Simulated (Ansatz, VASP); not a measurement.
## W: VASP beside Ansatz

```
W
1.0
    -1.46450    1.57593    1.57593
     1.57593   -1.46450    1.57593
     1.57593    1.57593   -1.46450
W
1
Direct
  0.00000 0.00000 0.00000
```

Change from the starting cell: equal engineering shear yz, xz and xy +0.0700, equal normal strain along x, y and z -0.0100.

Alike in both runs: task single point; functional PBE; k mesh 20 × 20 × 20; occupations gaussian, width 0.15 eV; no spin polarisation.

```csv
,VASP,Ansatz
version,VASP 6.6.1,Ansatz 0.2.0
potentials or method,"VASP PAW PBE potentials, release 64 (W_sv), cutoff 520 eV","scalar-relativistic, plane waves, PAW"
valence electrons in the cell,14,14
```

```csv
,VASP,Ansatz,Ansatz less VASP
gap on the k mesh at the Fermi level (eV),none,none,-
pressure (GPa),14.2,13.5,-0.70
"traceless stress, the component that is largest in VASP (GPa)",-9.17,-9.07,+0.101
```

A gap of «none» marks a metal or a gap that the smearing closes. With one functional, cell and mesh, what is left measures potentials, basis and numerics.

Neither program's run includes spin-orbit coupling.
